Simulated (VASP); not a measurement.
Wanted: the native input for a VASP 6.6.1 run.

* Task: single point
* Functional: RPBE
* Potentials or basis: VASP PAW PBE potentials, release 64 (Cs_sv)
* Cutoff: 520 eV
* k mesh: 5 × 5 × 5
* Occupations: fermi-dirac, width 0.1 eV
* Spin: no spin polarisation
* Dipole correction: no
* Further INCAR settings: ALGO = Normal; EDIFF = 1e-06; NBANDS = 16

The structure of Cs lies in POSCAR:

```
Cs
1.0
    0.0000000000      5.9497129522      5.9497129522
    5.9497129522      0.0000000000      5.9497129522
    5.9497129522      5.9497129522      0.0000000000
Cs
2
Direct
    0.1250000000      0.1250000000      0.1250000000
    0.8750000000      0.8750000000      0.8750000000
```

One way to write it, as run:

INCAR

```
PREC = Accurate
ENCUT = 520
EDIFF = 1E-6
ISMEAR = -1
SIGMA = 0.1
LREAL = F
LASPH = T
NELM = 100
ALGO = Normal
ISIF = 2
LWAVE = F
LCHARG = T
GGA = RP
LELF = T
LVHAR = T
NBANDS = 16
```

KPOINTS

```
Automatic mesh
0
Gamma
  5 5 5
```

Potentials or basis: VASP PAW PBE potentials, release 64 (Cs_sv).

Launch:

```console
$ cat potpaw_PBE.64/Cs_sv/POTCAR > POTCAR
$ mpirun -np 1 vasp_std > vasp.out
```

Results of the run:

```json
{"Pressure": "0.0 GPa", "Band gap on the k mesh": "0.13 eV, direct"}
```

Caveat: the PAW data sets were made with another functional, which shifts forces and pressure a little; spin-orbit coupling is left out, which moves the levels of the heavy elements.

Run time: 66 s on 1 thread of AMD EPYC 9R45 96-Core Processor (Zen 5) (shared host), peak memory 0.52 GiB.
